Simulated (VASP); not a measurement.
**PtSe2: single point with PBEsol+D3(BJ)**

The system is PtSe2.

```
Pt Se
1.0
     3.17803    0.00000    0.00000
    -1.58902    2.99511    0.00000
     0.00000    0.00000    4.62967
Pt Se
1 2
Direct
  0.00000 0.00000 0.00000
  0.33333 0.66667 0.27215
  0.66667 0.33333 0.72785
```

This cell differs from its parent crystal: normal strain along x -0.1500, normal strain along y -0.0750.

| Property | Result |
| --- | --- |
| Program | VASP 6.6.1 |
| Task | single point |
| Functional | PBEsol |
| Dispersion | D3(BJ) |
| Potentials or basis | VASP PAW PBE potentials, release 64 (Pt, Se) |
| Cutoff | 520 eV |
| k mesh | 12 × 12 × 8 |
| Occupations | gaussian, width 0.15 eV |
| Spin | no spin polarisation |
| Dipole correction | no |
| Further INCAR settings | ALGO = Normal; EDIFF = 1e-06; NBANDS = 18 |

| Quantity | Value |
| --- | --- |
| Pressure | 73.3 GPa |
| Largest force | 4.773 eV/Å |
| Band gap on the k mesh | zero (band 11 reaches 12.33 eV, above the bottom of band 12 at 11.19 eV) |
| Dispersion energy per atom | -0.595 eV |

Forces on the atoms (eV/Å):
```
Pt   0.000  0.000  0.000
Se   0.000 -1.292  4.595
Se   0.000  1.292 -4.595
```

Stress tensor (GPa, compression positive):
```
 94.93   0.00   0.00
  0.00  70.43 -15.74
  0.00 -15.74  54.44
```

Levels at points of the mesh, in eV from the Fermi level:
| k point | band 7 | band 8 | band 9 | band 10 | band 11 | band 12 | band 13 | band 14 | band 15 | band 16 |
| --- | --- | --- | --- | --- | --- | --- | --- | --- | --- | --- |
| (0.00, 0.00, 0.00) | -5.63 | -4.14 | -1.57 | -0.75 | 0.80 | 1.06 | 1.64 | 2.67 | 6.31 | 6.78 |
| (0.50, 0.00, 0.00) | -5.63 | -5.12 | -4.98 | -4.55 | -3.51 | 0.55 | 3.42 | 5.21 | 5.46 | 6.30 |
| (0.00, 0.50, 0.00) | -5.96 | -4.77 | -4.52 | -4.09 | -3.65 | 0.18 | 3.81 | 5.95 | 6.44 | 7.68 |
| (0.00, 0.00, 0.50) | -5.68 | -4.76 | -2.46 | -1.72 | -1.29 | 3.01 | 3.60 | 4.29 | 6.39 | 7.18 |
| (0.50, 0.00, 0.50) | -5.36 | -4.88 | -3.92 | -3.68 | -2.00 | 0.24 | 3.01 | 3.30 | 5.46 | 6.11 |
| (0.00, 0.50, 0.50) | -5.54 | -4.79 | -4.46 | -2.60 | -1.55 | 0.87 | 2.71 | 3.65 | 5.76 | 5.90 |

It took 3.1 min on 1 thread of AMD EPYC 9R45 (Zen 5) (shared host), peak memory 0.34 GiB.

Caveat: the cell differs from its parent crystal (normal strain along x -0.1500, normal strain along y -0.0750); the PAW data sets were made with another functional, which shifts forces and pressure a little; spin-orbit coupling is left out, which moves the levels of the heavy elements; pairwise dispersion overbinds metals, which lowers pressure and volume.
